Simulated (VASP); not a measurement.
Set up this calculation in VASP 6.6.1, as the native input.

```
Task                   : single point
Functional             : PBE
Potentials or basis    : VASP PAW PBE potentials, release 64 (Ta_pv, S, N)
Cutoff                 : 520 eV
k mesh                 : 10 × 10 × 1
Occupations            : gaussian, width 0.1 eV
Spin                   : no spin polarisation
Dipole correction      : yes
Further INCAR settings : ALGO = Fast; EDIFF = 1e-06; NBANDS = 28
```

The structure of Ta2S2N lies in POSCAR:

```
Ta2S2N
1.0
    4.1238797903      0.0000000000      0.0000000000
    0.0000000000      4.1238797903      0.0000000000
    0.0000000000      0.0000000000     30.7899954400
Ta S N
2 2 1
Direct
    0.0000000000      0.5000000000      0.2923027390
    0.5000000000      0.0000000000      0.2923027390
    0.5000000000      0.5000000000      0.2400118109
    0.5000000000      0.5000000000      0.3445936670
    0.0000000000      0.0000000000      0.2923027390
```

The cell was built from a structure type or drawn by symmetry, and may not be a known phase.

The input as run:

INCAR

```
PREC = Accurate ; ENCUT = 520
EDIFF = 1E-6 ; ISMEAR = 0
SIGMA = 0.1 ; LREAL = F
LASPH = T ; NELM = 100
ALGO = Fast ; ISIF = 2
LWAVE = F ; LCHARG = F
LDIPOL = T ; IDIPOL = 3
DIPOL = 0.5 0.5 0.292 ; GGA = PE
NBANDS = 28
```

KPOINTS

```
Automatic mesh
0
Gamma
  10 10 1
```

Potentials or basis: VASP PAW PBE potentials, release 64 (Ta_pv, S, N).

Command:

```console
$ cat potpaw_PBE.64/Ta_pv/POTCAR potpaw_PBE.64/S/POTCAR potpaw_PBE.64/N/POTCAR > POTCAR
$ mpirun -np 1 vasp_std > vasp.out
```

It gave:

* Largest force: 0.034 eV/Å
* Band gap on the k mesh: zero (an odd number of electrons rules out a gap without spin polarisation)

Caveat: spin-orbit coupling is left out, which moves the levels of the heavy elements.

It took 5.8 min on 1 thread of Intel(R) Xeon(R) 6975P-C (Granite Rapids), on a shared host, peak memory 0.74 GiB.
